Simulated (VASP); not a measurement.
Wanted: the native input for a VASP 6.6.1 run.

```
Task                   : relaxation of cell and atoms
Functional             : PBE
Potentials or basis    : VASP PAW PBE potentials, release 64 (Ga_d, Se)
Cutoff                 : 600 eV
k mesh                 : 5 × 5 × 2
Occupations            : gaussian, width 0.2 eV
Spin                   : no spin polarisation
Dipole correction      : no
Further INCAR settings : ALGO = Normal; EDIFF = 1e-07; IBRION = 2; EDIFFG = -0.08; NSW = 36; ISIF = 3
```

The structure of GaSe4 lies in POSCAR:

```
GaSe4
1.0
    3.4845029000      0.0000000000      0.0000000000
   -1.7422514500      3.0176680300      0.0000000000
    0.0000000000      0.0000000000     11.2043542000
Ga Se
1 4
Direct
    0.0000000000      0.0000000000      0.0000000000
    0.3333333300      0.6666666700      0.8658552800
    0.3333333300      0.6666666700      0.3767953500
    0.6666666700      0.3333333300      0.1341447200
    0.6666666700      0.3333333300      0.6232046500
```

The input as run:

INCAR

```
SYSTEM = GaSe4
  PREC = Accurate
  ENCUT = 600
  EDIFF = 1E-7
  ISMEAR = 0
  SIGMA = 0.2
  LREAL = .FALSE.
  LASPH = .TRUE.
  NELM = 100
  ALGO = Normal
  ISIF = 3
  LWAVE = .FALSE.
  LCHARG = .FALSE.
  GGA = PE
  IBRION = 2
  NSW = 36
  EDIFFG = -0.08
```

KPOINTS

```
Automatic mesh
0
G
  5 5 2
  0 0 0
```

Potentials or basis: VASP PAW PBE potentials, release 64 (Ga_d, Se).

Launch:

```bash
$ cat potpaw_PBE.64/Ga_d/POTCAR potpaw_PBE.64/Se/POTCAR > POTCAR
$ mpirun -np 1 vasp_std > vasp.out
```

It gave:

```json
{
  "Relaxed volume": "22.02 Å³/atom",
  "Relaxed cell": "a = 3.797 Å, b = 3.797 Å, c = 8.816 Å, α = 90.00°, β = 90.00°, γ = 120.00°",
  "Space group after relaxing (to 0.05 Å)": "P-3m1 (No. 164)",
  "Energy gained by relaxing": "400.2 meV/atom",
  "Ionic steps": "20",
  "Pressure after relaxing": "0.2 GPa",
  "Largest force after relaxing": "0.051 eV/Å"
}
```

Caveat: the k points lie up to 0.38 Å⁻¹ apart in the final cell; the relaxation stopped at a loose force limit of 0.08 eV/Å, so its end isn't a converged minimum.

It took 5.4 min on 1 thread of AMD EPYC 9R45 96-Core Processor (Zen 5), with other jobs on the host, peak memory 0.24 GiB.
